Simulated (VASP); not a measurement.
# Hf2N: single point with PBEsol

Crystal: Hf2N.

```
Hf N
1.0
     3.22745    0.00000    0.00000
     0.00000    7.48902    0.00000
     0.00000    3.74451    3.74451
Hf N
4 2
Direct
  0.00000 0.70454 0.59093
  0.00000 0.29546 0.40907
  0.50000 0.20454 0.00000
  0.50000 0.79546 0.00000
  0.00000 0.00000 0.00000
  0.50000 0.50000 0.00000
```

```json
{
  "Program": "VASP 6.6.1",
  "Task": "single point",
  "Functional": "PBEsol",
  "Potentials or basis": "VASP PAW PBE potentials, release 64 (Hf_pv, N)",
  "Cutoff": "520 eV",
  "k mesh": "11 × 5 × 9",
  "Occupations": "gaussian, width 0.1 eV",
  "Spin": "no spin polarisation"
}
```

The pressure is -1.0 GPa. The largest force is 0.042 eV/Å and the band gap on the k mesh is zero (band 25 reaches 7.23 eV, above the bottom of band 26 at 4.69 eV).

Forces on the atoms (eV/Å):
```
Hf   0.000 -0.001  0.013
Hf   0.000  0.001 -0.013
Hf   0.000 -0.041  0.007
Hf   0.000  0.041 -0.007
N    0.000  0.000  0.000
N    0.000  0.000  0.000
```

Stress tensor (GPa, compression positive):
```
-1.12  0.00  0.00
 0.00 -0.93 -0.02
 0.00 -0.02 -0.87
```

Levels at points of the mesh, in eV from the Fermi level:
| k point | band 21 | band 22 | band 23 | band 24 | band 25 | band 26 | band 27 | band 28 | band 29 | band 30 |
| --- | --- | --- | --- | --- | --- | --- | --- | --- | --- | --- |
| (0.00, 0.00, 0.00) | -3.53 | -2.14 | -0.08 | 0.80 | 1.07 | 1.14 | 1.14 | 1.58 | 1.80 | 1.80 |

It took 8.4 min on 1 thread of AMD EPYC 9R45 96-Core Processor (Zen 5), on a shared host, peak memory 0.63 GiB.

Caveat: the PAW data sets were made with another functional, which shifts forces and pressure a little; spin-orbit coupling is left out, which moves the levels of the heavy elements.
